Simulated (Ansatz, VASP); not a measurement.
# One calculation of SrO, two programs

```
CELL_PARAMETERS angstrom
0.00000 2.65729 2.65729
2.65729 0.00000 2.65729
2.65729 2.65729 0.00000
ATOMIC_POSITIONS crystal
Sr 0.00000 0.00000 0.00000
O 0.50000 0.50000 0.50000
```

Change from the starting cell: hydrostatic strain +3.0%.

Alike in both runs: task single point; functional HSE06; k mesh 6 × 6 × 6; no spin polarisation.

|  | VASP | Ansatz |
| --- | --- | --- |
| version | VASP 6.6.1 | Ansatz 0.2.0 |
| potentials or method | VASP PAW PBE potentials, release 64 (Sr_sv, O) | plane waves, PAW |
| plane-wave cutoff (eV) | 520 | 420 |
| occupations | gaussian, width 0.01 eV | fixed |
| valence electrons in the cell | 16 | 16 |

|  | VASP | Ansatz | Ansatz less VASP |
| --- | --- | --- | --- |
| gap on the k mesh at the Fermi level (eV) | 4.73 | 4.75 | +0.019 |
| pressure (GPa) | -6.6 | -7.0 | -0.35 |

Ansatz's warnings: stress exchange threshold loose, stress scf threshold loose.
